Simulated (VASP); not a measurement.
A run of VASP 6.6.1 is set up as follows.

INCAR

```
PREC = Accurate
ENCUT = 600
EDIFF = 1E-7
ISMEAR = 0
SIGMA = 0.1
LREAL = False
LASPH = True
NELM = 150
ALGO = Normal
ISIF = 3
LWAVE = False
LCHARG = False
ISPIN = 2
MAGMOM = 0 0 0 0 1 0
LORBIT = 11
LMAXMIX = 4
GGA = PE
IBRION = 2
NSW = 90
EDIFFG = -0.04
```

Contents of KPOINTS:

```
regular mesh
0
Gamma
  4 4 4
```

The input POSCAR:

```
Mg4TiN
1.0
    0.0000000000      3.7878860800      3.7878860800
    3.7878860800      0.0000000000      3.7878860800
    3.7878860800      3.7878860800      0.0000000000
Mg Ti N
4 1 1
Direct
    0.4027443000      0.4027443000      0.4027443000
    0.4027443000      0.4027443000      0.7917670900
    0.4027443000      0.7917670900      0.4027443000
    0.7917670900      0.4027443000      0.4027443000
    0.7500000000      0.7500000000      0.7500000000
    0.2500000000      0.2500000000      0.2500000000
```

Potentials or basis: VASP PAW PBE potentials, release 64 (Mg, Ti_sv, N).

Launch:

```console
$ cat potpaw_PBE.64/Mg/POTCAR potpaw_PBE.64/Ti_sv/POTCAR potpaw_PBE.64/N/POTCAR > POTCAR
$ mpirun -np 1 vasp_std > vasp.out
```

(1) What does it give for the relaxed cell?

(2) Predict the net moment.

(3) What does it give for the relaxed volume?

## Answers

(1) a = 6.092 Å, b = 6.092 Å, c = 6.092 Å, α = 60.00°, β = 60.00°, γ = 60.00°.

(2) 0.00 μB per cell.

(3) 26.64 Å³/atom.

Caveat: the volume moved by over 15 % at a fixed basis, so the end points are rough.
